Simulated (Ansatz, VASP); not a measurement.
Pt: VASP beside Ansatz

```
Pt
1.0
    -1.70035    1.70035    1.36788
     1.70035   -1.70035    1.36788
     1.70035    1.70035   -1.36788
Pt
1
Direct
  0.50000 0.50000 0.00000
```

Alike in both runs: task relaxation of cell and atoms; functional PBE; k mesh 26 × 26 × 26; occupations gaussian, width 0.1 eV; no spin polarisation.

```csv
,VASP,Ansatz
version,VASP 6.6.1,Ansatz 0.2.0
potentials or method,"VASP PAW PBE potentials, release 64 (Pt), cutoff 600 eV","scalar-relativistic, plane waves, PAW"
valence electrons in the cell,10,18
```

```tsv
	VASP	Ansatz	Ansatz less VASP
gap on the k mesh at the Fermi level, each at its own relaxed structure (eV)	none	none	-
relaxed volume (Å³/atom)	15.79	15.82	+0.027
relaxed cell length with the largest relative difference (Å)	2.765	2.766	+0.0016
```

A gap of «none» marks a metal or a gap that the smearing closes. VASP's potentials hold 10 valence electrons a cell and Ansatz's 18, so a difference there can come from the potentials and not from the codes.

Spin-orbit coupling is off throughout.
